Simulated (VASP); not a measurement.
Runs of VASP 6.6.1 on NaF. The structure is that of space group F-43m (No. 216), or close to it. The cells are those of the table. 

```tsv
task	level	potentials or basis	cell	k mesh	cutoff (eV)	smearing	GW scheme	GW iterations	cutoff of the response function	frequency points	empty bands	gap on the mesh (eV)	pressure (GPa)
single point	PBE	VASP PAW PBE potentials, release 64 (Na_pv, F)	a = 3.437 Å, angles 60.0°, 2 atoms	8 × 8 × 8	520	fermi-dirac 0.02 eV	-	-	-	-	-	6.04	8.6
single point	r2SCAN	VASP PAW PBE potentials, release 64 (Na_pv, F)	a = 3.592 Å, angles 59.8°, 2 atoms	8 × 8 × 8	520	gaussian 0.01 eV	-	-	-	-	-	(c)	-0.5
single point	r2SCAN	VASP PAW PBE potentials, release 64 (Na_pv, F)	a = 3.437 Å, angles 60.0°, 2 atoms	8 × 8 × 8	520	gaussian 0.01 eV	-	-	-	-	-	(d)	5.8
single point	PBE	VASP PAW PBE potentials, release 64 (Na_pv, F)	a = 3.580 Å, angles 60.0°, 2 atoms	8 × 8 × 8	520	fermi-dirac 0.02 eV	-	-	-	-	-	(b)	1.9
single point	r2SCAN	VASP PAW PBE potentials, release 64 (Na_pv, F)	a = 3.580, b = 3.580, c = 3.633 Å, angles 59.5, 59.5, 59.0°, 2 atoms	8 × 8 × 8	520	gaussian 0.01 eV	-	-	-	-	-	6.24	-0.4
single point	r2SCAN	VASP PAW PBE potentials, release 64 (Na_pv, F)	a = 3.580 Å, angles 60.0°, 2 atoms	8 × 8 × 8	520	gaussian 0.01 eV	-	-	-	-	-	6.27	(a)
single point	PBE	VASP PAW PBE potentials, release 64 (Na_pv, F)	a = 3.580, b = 3.580, c = 3.633 Å, angles 59.5, 59.5, 59.0°, 2 atoms	8 × 8 × 8	520	fermi-dirac 0.02 eV	-	-	-	-	-	5.58	1.9
```

Alike in all rows: no spin polarisation.

**Question.** Fill in the values left out.

**Answer.** (a) -0.3; (b) 5.61; (c) 6.25; (d) 6.70.

Caveats: the PAW data sets were made with another functional, which shifts forces and pressure a little (some runs).

A k mesh can miss the band edges.
